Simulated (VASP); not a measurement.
# EuS2 (R-3m) in VASP: single point with PBE

Aim: the single point of EuS2 with PBE.

Program: VASP 6.6.1. These are calculated values, not measurements. Logs are shortened: lines on timing, memory, paths and dates and some standing lists are left out, and cuts for length are marked.

## (1) The cell of the first run

The typed cell holds 3 atoms: a = 4.707 Å, b = 4.707 Å, c = 4.707 Å, α = 60.02°, β = 60.02°, γ = 60.02°.

## (2) Single point, PBE, collinear spin, ferromagnetic start

Input file INCAR:

```
PREC     = Accurate       # precision mode
ENCUT    = 520            # plane-wave cutoff, eV
EDIFF    = 1E-7           # SCF threshold, eV
ISMEAR   = 0              # smearing method
SIGMA    = 0.05           # smearing width, eV
LREAL    = False          # projectors in reciprocal space
LASPH    = True           # aspherical terms in the spheres
NELM     = 150            # most SCF steps
ALGO     = Normal         # electronic algorithm
ISIF     = 2              # what is computed and relaxed
LWAVE    = False          # write WAVECAR
LCHARG   = False          # write CHGCAR
ISPIN    = 2              # spin polarisation
MAGMOM   = 6.93 0 0       # initial moments
LORBIT   = 11             # projections on sites
LMAXMIX  = 6              # l up to which the mixer works
GGA      = PE             # functional
NBANDS   = 26             # bands
```

Input file KPOINTS:

```
regular mesh
0
Gamma
  10 10 10
```

Input file POSCAR:

```
EuS2
1.0
    2.3543723120      1.3592974881      3.8427650387
   -2.3543723120      1.3592974881      3.8427650387
    0.0000000000     -2.7185949762      3.8427650387
Eu S
1 2
Direct
    0.0000000000      0.0000000000      0.0000000000
    0.2499618719      0.2499618719      0.2499618719
    0.7500381281      0.7500381281      0.7500381281
```

Potentials or basis: VASP PAW PBE potentials, release 64 (Eu, S).

Started as:

```sh
$ cat potpaw_PBE.64/Eu/POTCAR potpaw_PBE.64/S/POTCAR > POTCAR
$ mpirun -np 1 vasp_std > vasp.out
```

OUTCAR:

```text
PREC = Accurate
   ENCUT = 520
   EDIFF = 1E-7
   ISMEAR = 0
   LREAL = False
   LASPH = True
   NELM = 150
   ISIF = 2
   ISPIN = 2
   LORBIT = 11
   GGA = PE

 ion  position               nearest neighbor table
   1  0.000  0.000  0.000-   2 2.88   3 2.88   3 2.88   2 2.88   3 2.88   3 2.88   2 2.88   2 2.88

   2  0.250  0.250  0.250-   1 2.88   1 2.88   1 2.88   1 2.88
   3  0.750  0.750  0.750-   1 2.88   1 2.88   1 2.88   1 2.88

  LATTYP: Found a trigonal (rhomboedric) cell.
 ALAT       =     4.7071861858
 COS(alpha) =     0.4996688688

  Lattice vectors:

 A1 = (   2.3543723120,   1.3592974881,   3.8427650387)
 A2 = (  -2.3543723120,   1.3592974881,   3.8427650387)
 A3 = (   0.0000000000,  -2.7185949762,   3.8427650387)

Analysis of symmetry for initial positions (statically):
=====================================================================
 Subroutine PRICEL returns:
 Original cell was already a primitive cell.

 Routine SETGRP: Setting up the symmetry group for a
 trigonal (rhombohedral) supercell.

 Subroutine GETGRP returns: Found 12 space group operations
 (whereof 12 operations were pure point group operations)
 out of a pool of 12 trial point group operations.

The static configuration has the point symmetry D_3d.

Analysis of symmetry for dynamics (positions and initial velocities):
=====================================================================
 Subroutine PRICEL returns:
 Original cell was already a primitive cell.

 Routine SETGRP: Setting up the symmetry group for a
 trigonal (rhombohedral) supercell.

 Subroutine GETGRP returns: Found 12 space group operations
 (whereof 12 operations were pure point group operations)
 out of a pool of 12 trial point group operations.

The dynamic configuration has the point symmetry D_3d.

Analysis of structural, dynamic, and magnetic symmetry:
=====================================================================
 Subroutine PRICEL returns:
 Original cell was already a primitive cell.

 Routine SETGRP: Setting up the symmetry group for a
 trigonal (rhombohedral) supercell.

 Subroutine GETGRP returns: Found 12 space group operations
 (whereof 12 operations were pure point group operations)
 out of a pool of 12 trial point group operations.

The overall configuration has the point symmetry D_3d.

 Subroutine INISYM returns: Found 12 space group operations
 (whereof 12 operations are pure point group operations),
 and found     1 'primitive' translations

----------------------------------------------------------------------------------------

                                     Primitive cell

  volume of cell :      73.7878

  direct lattice vectors                    reciprocal lattice vectors
     2.354372312  1.359297488  3.842765039     0.212370829  0.122612355  0.086743095
    -2.354372312  1.359297488  3.842765039    -0.212370829  0.122612355  0.086743095
     0.000000000 -2.718594976  3.842765039     0.000000000 -0.245224711  0.086743095

  length of vectors
     4.707186186  4.707186186  4.707186186     0.260114443  0.260114443  0.260114443

  position of ions in fractional coordinates (direct lattice)
     0.000000000  0.000000000  0.000000000
     0.249961872  0.249961872  0.249961872
     0.750038128  0.750038128  0.750038128

  ion indices of the primitive-cell ions
   primitive index   ion index
                 1           1
                 2           2
                 3           3

----------------------------------------------------------------------------------------

 KPOINTS: regular mesh

Automatic generation of k-mesh.
 Grid dimensions read from file:
 generate k-points for:   10   10   10

 Generating k-lattice:

  Cartesian coordinates                     Fractional coordinates (reciprocal lattice)
     0.021237083  0.012261236  0.008674310     0.100000000  0.000000000  0.000000000
    -0.021237083  0.012261236  0.008674310     0.000000000  0.100000000  0.000000000
     0.000000000 -0.024522471  0.008674310     0.000000000  0.000000000  0.100000000

  Length of vectors
     0.026011444  0.026011444  0.026011444

  Shift w.r.t. Gamma in fractional coordinates (k-lattice)
     0.000000000  0.000000000  0.000000000

 Subroutine IBZKPT returns following result:
 ===========================================

 Found    116 irreducible k-points:

 Following reciprocal coordinates:
            Coordinates               Weight
  0.000000  0.000000  0.000000      1.000000
  0.100000 -0.000000  0.000000      6.000000
  0.200000 -0.000000  0.000000      6.000000
  0.300000  0.000000  0.000000      6.000000
  0.400000  0.000000  0.000000      6.000000
  0.500000  0.000000  0.000000      3.000000
[... 16 lines left out ...]
  0.300000  0.300000  0.000000      6.000000
  0.400000  0.300000 -0.000000     12.000000
 [... further k-points ...]
   k-points           NKPTS =    116   k-points in BZ     NKDIM =    116   number of bands    NBANDS=     26
   number of dos      NEDOS =    301   number of ions     NIONS =      3
   total plane-waves  NPLWV =  46656
   dimension x,y,z NGX =    36 NGY =   36 NGZ =   36
   dimension x,y,z NGXF=    72 NGYF=   72 NGZF=   72
   ions per type =               1   2
   NGX,Y,Z   is equivalent  to a cutoff of  12.71, 12.71, 12.71 a.u.
   NGXF,Y,Z  is equivalent  to a cutoff of  25.43, 25.43, 25.43 a.u.
 SYSTEM =  unknown system
   PREC   = accura    normal or accurate (medium, high low for compatibility)
   ISTART =      0    job   : 0-new  1-cont  2-samecut
   ICHARG =      2    charge: 1-file 2-atom 10-const
   ISPIN  =      2    spin polarized calculation?
   LNONCOLLINEAR =      F non collinear calculations
   LSORBIT =      F    spin-orbit coupling
   LASPH  =      T    aspherical Exc in radial PAW
   ENCUT  =  520.0 eV  38.22 Ry    6.18 a.u.   8.75  8.75  8.75*2*pi/ulx,y,z
   NELM   =    150;   NELMIN=  2; NELMDL= -5     # of ELM steps
   EDIFF  = 0.1E-06   stopping-criterion for ELM
   LREAL  =      F    real-space projection
   EDIFFG = 0.1E-05   stopping-criterion for IOM
   NSW    =      0    number of steps for IOM
   IBRION =     -1    ionic relax: 0-MD 1-quasi-New 2-CG
   NFREE  =      0    steps in history (QN), initial steepest desc. (CG)
   ISIF   =      2    stress and relaxation
   ISYM   =      2    0-nonsym 1-usesym 2-fastsym
   POTIM  = 0.5000    time-step for ionic-motion
   TEBEG  =    0.0;   TEEND  =   0.0 temperature during run
   PSTRESS=    0.0 pullay stress
   NELECT =      29.0000    total number of electrons
   NUPDOWN=      -1.0000    fix difference up-down
   EMIN   =  10.00;   EMAX   =-10.00  energy-range for DOS
   EFERMI =   0.00;   METHOD = LEGACY
   ISMEAR =     0;   SIGMA  =   0.05  broadening in eV -4-tet -1-fermi 0-gaus
   EFERMI_NEDOS =   21; number of points for ismear=-14 and -15
   IALGO  =     38    algorithm
   IMIX   =      4    mixing-type and parameters
     AMIX     =   0.40;   BMIX     =  1.00
     AMIX_MAG =   1.60;   BMIX_MAG =  1.00
  volume/ion in A,a.u.               =      24.60       165.98
  Fermi-wavevector in a.u.,A,eV,Ry     =   1.199166  2.266095 19.565160  1.437999
  Thomas-Fermi vector in A             =   2.335036
   LORBIT       =     11    0 simple, 1 ext, 2 COOP (PROOUT), +10 PAW based schemes
   GGA     = PE    functional components
   LHFCALC =     F    Hartree Fock is set to
   AEXX    =    0.0000 exact exchange contribution
   IVDW    =     0    specifies the selected vdW correction
   LEPSILON=     F    determine dielectric tensor
   LRPA    =     F    only Hartree local field effects (RPA)
 spin polarized calculation
 Gauss-broadening in eV      SIGMA  =   0.05
  energy-cutoff  :      520.00
  volume of cell :       73.79
 maximum number of plane-waves:      2012
   NGX = 17   NGY = 17   NGZ = 17

 number of electron      28.9999999 magnetization       5.3379539

 Free energy of the ion-electron system (eV)
  ---------------------------------------------------
  ext. energy  EPLUGINS =         0.00000000
  ---------------------------------------------------
  free energy    TOTEN  =       -23.14663556 eV

  energy without entropy =      -23.13947685  energy(sigma->0) =      -23.14305621

 E-fermi :   2.5588     XC(G=0):  -9.5114

 val. band max:        2.5581906457   @ k =   0.5000   0.5000   0.5000
 cond. band min:       2.5601601814   @ k =   0.3000   0.2000   0.2000
 fundamental gap:      0.0019695356
 Fermi energy:         2.5587826226

 spin component 1

 k-point     1 :       0.0000    0.0000    0.0000
  band No.  band energies     occupation
      1     -38.1942      1.00000
      2     -16.7462      1.00000
      3     -16.7457      1.00000
      4     -16.7457      1.00000
      5      -9.5208      1.00000
      6      -7.4397      1.00000
[... 18 lines left out ...]
     25      10.0601      0.00000
     26      10.7876      0.00000
[... 644 lines left out ...]
      4     -16.7771      1.00000
      5      -8.5855      1.00000
      6      -8.1113      1.00000
[... 18 lines left out ...]
     25      10.2776      0.00000
     26      11.7398      0.00000

 [... further k-points ...]

 spin component 2

 k-point     1 :       0.0000    0.0000    0.0000
  band No.  band energies     occupation
      1     -35.3226      1.00000
      2     -14.7165      1.00000
      3     -14.7158      1.00000
      4     -14.7158      1.00000
      5      -9.9464      1.00000
      6      -7.9793      1.00000
[... 18 lines left out ...]
     25      10.1820      0.00000
     26      11.4837      0.00000
[... 644 lines left out ...]
      4     -14.7637      1.00000
      5      -8.9152      1.00000
      6      -8.6066      1.00000
[... 18 lines left out ...]
     25      10.4339      0.00000
     26      12.2314      0.00000

 [... further k-points ...]

------------------------ aborting loop because EDIFF is reached ----------------------------------------

  FORCE on cell =-STRESS in cart. coord.  units (eV):
  Direction    XX          YY          ZZ          XY          YZ          ZX
  --------------------------------------------------------------------------------------
  -------------------------------------------------------------------------------------
  Total       -0.0017518     -0.0017518      0.0054667      0.0000000     -0.0000000      0.0000000
  in kB       -0.0380382     -0.0380382      0.1187007      0.0000000     -0.0000000      0.0000000
  external PRESSURE =       0.0142081 kB  Pullay stress =       0.0000000 kB

 VOLUME and BASIS-vectors are now :
 -----------------------------------------------------------------------------
  energy-cutoff  :      520.00
  volume of cell :       73.79
      direct lattice vectors                 reciprocal lattice vectors
     2.354372312  1.359297488  3.842765039     0.212370829  0.122612355  0.086743095
    -2.354372312  1.359297488  3.842765039    -0.212370829  0.122612355  0.086743095
     0.000000000 -2.718594976  3.842765039     0.000000000 -0.245224711  0.086743095

 POSITION                                       TOTAL-FORCE (eV/Angst)
 -----------------------------------------------------------------------------------
      0.00000      0.00000      0.00000        -0.000000     -0.000000      0.000000
      0.00000      0.00000      2.88163         0.000000     -0.000000      0.002871
      0.00000      0.00000      8.64666         0.000000      0.000000     -0.002871
 -----------------------------------------------------------------------------------
    total drift:                                0.000000     -0.000000      0.000000

  FREE ENERGIE OF THE ION-ELECTRON SYSTEM (eV)
  ---------------------------------------------------
  free  energy   TOTEN  =       -23.1466355603 eV

  energy  without entropy=      -23.1394768546  energy(sigma->0) =      -23.14305621

 total charge

# of ion       s       p       d       f       tot
--------------------------------------------------
    1        2.039   5.734   0.424   6.370  14.568
    2        1.354   2.337   0.000   0.000   3.691
    3        1.354   2.337   0.000   0.000   3.691
--------------------------------------------------
tot          4.747  10.407   0.424   6.370  21.949

 magnetization (x)

# of ion       s       p       d       f       tot
--------------------------------------------------
    1       -0.010  -0.118   0.041   6.268   6.182
    2       -0.015  -0.339   0.000   0.000  -0.354
    3       -0.015  -0.339   0.000   0.000  -0.354
--------------------------------------------------
tot         -0.039  -0.796   0.041   6.268   5.474
```

It took 30 min on 1 thread of Intel Xeon 8259CL, shared host; peak memory 0.52 GiB.

What came out:

```
Free energy                                           : -23.1466 eV
Pressure                                              : 0.0 GPa
Net moment                                            : 5.34 μB per cell
Site moments                                          : Eu +6.18; S -0.35 μB
Valence electrons inside the program's atomic spheres : Eu 14.57; S 3.69
```

Forces in eV/Å, atoms in the order of the input:
```
Eu   0.000  0.000  0.000
S    0.000  0.000  0.003
S    0.000  0.000 -0.003
```

Caveat: spin-orbit coupling is left out, which moves the levels of the heavy elements; a cell with one magnetic atom can't hold antiferromagnetic order, which such compounds often take; semilocal functionals describe open f shells poorly, which spoils levels, moments and volumes.
